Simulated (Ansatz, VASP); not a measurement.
**One calculation of SiO2, two programs**

INCAR

```
PREC     = Accurate       # precision mode
ENCUT    = 520            # plane-wave cutoff, eV
EDIFF    = 1E-8           # SCF threshold, eV
ISMEAR   = -1             # smearing method
SIGMA    = 0.02           # smearing width, eV
LREAL    = False          # projectors in reciprocal space
LASPH    = True           # aspherical terms in the spheres
NELM     = 80             # most SCF steps
ALGO     = Normal         # electronic algorithm
ISIF     = 2              # what is computed and relaxed
LWAVE    = False          # write WAVECAR
LCHARG   = False          # write CHGCAR
GGA      = PE             # functional
LEFG     = True         
NBANDS   = 44             # bands
```

File KPOINTS:

```
Automatic mesh
0
Gamma
  4 4 3
```

POSCAR

```
SiO2
1.0
    4.9329000000      0.0000000000      0.0000000000
    0.0000000000      4.9329000000      0.0000000000
    0.0000000000      0.0000000000      6.4645000000
Si O
4 8
Direct
    0.8177050000      0.8177050000      0.5000000000
    0.6822950000      0.3177050000      0.2500000000
    0.1822950000      0.1822950000      0.0000000000
    0.3177050000      0.6822950000      0.7500000000
    0.2683400000      0.3645700000      0.8019300000
    0.1354300000      0.7683400000      0.5519300000
    0.7316600000      0.6354300000      0.3019300000
    0.8645700000      0.2316600000      0.0519300000
    0.7683400000      0.1354300000      0.4480700000
    0.6354300000      0.7316600000      0.6980700000
    0.2316600000      0.8645700000      0.9480700000
    0.3645700000      0.2683400000      0.1980700000
```

Input for Ansatz:

```yaml
crystal:
  lattice:
    - [4.9329, 0.0, 0.0]
    - [0.0, 4.9329, 0.0]
    - [0.0, 0.0, 6.4645]
  atoms:
    - { symbol: Si, position: [0.817705, 0.817705, 0.5] }
    - { symbol: Si, position: [0.682295, 0.317705, 0.25] }
    - { symbol: Si, position: [0.182295, 0.182295, 0.0] }
    - { symbol: Si, position: [0.317705, 0.682295, 0.75] }
    - { symbol: O, position: [0.26834, 0.36457, 0.80193] }
    - { symbol: O, position: [0.13543, 0.76834, 0.55193] }
    - { symbol: O, position: [0.73166, 0.63543, 0.30193] }
    - { symbol: O, position: [0.86457, 0.23166, 0.05193] }
    - { symbol: O, position: [0.76834, 0.13543, 0.44807] }
    - { symbol: O, position: [0.63543, 0.73166, 0.69807] }
    - { symbol: O, position: [0.23166, 0.86457, 0.94807] }
    - { symbol: O, position: [0.36457, 0.26834, 0.19807] }
kpoints:
  mp_grid: { grid: [4, 4, 3] }
scf:
  occupations: { method: fermi_dirac, width: 0.02 }
hamiltonian:
  xc: pbe
  pseudopotentials: { kind: paw }
output:
  forces: true
  stress: true
  populations: true
  efg: { quadrupole_moments_barn: { O: -0.02558 }, contact_densities: true }
```

Alike in both runs: task electric field gradients; functional PBE; k mesh 4 × 4 × 3; occupations fermi-dirac, width 0.02 eV; no spin polarisation.

|  | VASP | Ansatz |
| --- | --- | --- |
| version | VASP 6.6.1 | Ansatz 0.2.0 |
| potentials or method | VASP PAW PBE potentials, release 64 (Si, O) | plane-wave PAW, scalar-relativistic |
| plane-wave cutoff (eV) | 520 | 420 |
| valence electrons in the cell | 64 | 64 |

Ansatz gave:

| Item | Value |
| --- | --- |
| gap on the k mesh at the Fermi level (eV) | 5.70 |
| pressure (GPa) | 4.0 |
| traceless stress, the component that is largest in VASP (GPa) | 2.26 |
| rms of the force components (eV/Å) | 0.096 |
| size of Vzz on the site where it differs most (V/Å²) | 90.7 |

Q: What did VASP give for the same quantities?

A: gap on the k mesh at the Fermi level (eV): 5.71; pressure (GPa): 4.2; traceless stress, the component that is largest in VASP (GPa): 2.22; rms of the force components (eV/Å): 0.096; size of Vzz on the site where it differs most (V/Å²): 87.0.

Atom by atom the forces differ by 0.010 eV/Å (rms over components).
